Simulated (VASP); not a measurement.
Runs of VASP 6.6.1 on CdS. The structure is that of space group F-43m (No. 216), or close to it. The cells are those of the table. 

| cell | gap on the mesh (eV) | pressure (GPa) |
| --- | --- | --- |
| a = 4.323 Å, angles 60.0°, 2 atoms | 1.80 | (b) |
| a = 4.281 Å, angles 60.0°, 2 atoms | 1.88 | -4.0 |
| a = 4.074 Å, angles 60.0°, 2 atoms | 2.26 | 4.8 |
| a = 3.990 Å, angles 60.0°, 2 atoms | (a) | 10.4 |

Alike in all rows: no spin polarisation; smearing gaussian 0.01 eV.

**Question.** Fill in the values left out.

**Answer.** (a) 2.40; (b) -5.1.

Caveats: the structure was generated, so it needn't be the stable form of CdS; the PAW data sets were made with another functional, which shifts forces and pressure a little; the cell stands under tension (at least some runs); the cell stands under pressure (at least some runs).

A k mesh can miss the band edges, and the runs leave out spin-orbit coupling on Cd.
